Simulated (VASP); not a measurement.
# Re: single point with PBE

Re:

```
Re
1.0
     2.86709    0.00000    0.00000
    -1.43354    2.48297    0.00000
     0.00000    0.00000    4.62984
Re
2
Direct
  0.33333 0.66667 0.25000
  0.66667 0.33333 0.75000
```

```
Program             : VASP 6.6.1
Task                : single point
Functional          : PBE
Potentials or basis : VASP PAW PBE potentials, release 64 (Re)
Cutoff              : 600 eV
k mesh              : 10 × 10 × 5
Occupations         : methfessel-paxton, width 0.1 eV
Spin                : no spin polarisation
```

```json
{
  "Pressure": "-29.4 GPa",
  "Band gap on the k mesh": "zero (bands 7 and 8 overlap by 2.40 eV)"
}
```

Stress tensor (GPa, compression positive):
```
-29.05   0.00   0.00
  0.00 -29.05   0.00
  0.00   0.00 -30.08
```

Levels at points of the mesh, in eV from the Fermi level:
```
           k point  band 3  band 4  band 5  band 6  band 7  band 8  band 9  band 10  band 11  band 12
(0.00, 0.00, 0.00)   -1.24   -1.23   -1.23   -0.53   -0.53    0.25    0.25     0.52     2.94     2.94
(0.50, 0.00, 0.00)   -4.39   -1.58   -1.54   -1.12   -0.46    3.40    3.73     3.84     5.20     6.16
```

It took 15 s on 1 thread of Intel(R) Xeon(R) Platinum 8488C (Sapphire Rapids), on a shared host, peak memory 0.17 GiB.

Caveat: the cell stands under tension; spin-orbit coupling is left out, which moves the levels of the heavy elements.
